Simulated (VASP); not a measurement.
A run of VASP 6.6.1 is set up as follows.

File INCAR:

```
  PREC = Accurate
  ENCUT = 520
  EDIFF = 1E-7
  ISMEAR = -1
  SIGMA = 0.05
  LREAL = F
  LASPH = T
  NELM = 80
  ALGO = Normal
  ISIF = 2
  LWAVE = F
  LCHARG = F
  GGA = PE
  NBANDS = 16
```

Contents of KPOINTS:

```
Automatic mesh
0
Gamma
  9 9 5
```

Contents of POSCAR:

```
Ir
1.0
    2.7513778946      0.0000000000      0.0000000000
   -1.3756889473      2.3827631521      0.0000000000
    0.0000000000      0.0000000000      4.5069129000
Ir
2
Direct
    0.3333333333      0.6666666667      0.2500000000
    0.6666666667      0.3333333333      0.7500000000
```

Potentials or basis: VASP PAW PBE potentials, release 64 (Ir).

The run is started by

```console
$ cat potpaw_PBE.64/Ir/POTCAR > POTCAR
$ mpirun -np 1 vasp_std > vasp.out
```

(1) Predict the pressure.

(2) What does it give for the band gap on the k mesh?

Results:

(1) -4.4 GPa.

(2) zero (band 9 reaches 10.61 eV, above the bottom of band 10 at 7.74 eV).

Caveat: spin-orbit coupling is left out, which moves the levels of the heavy elements.
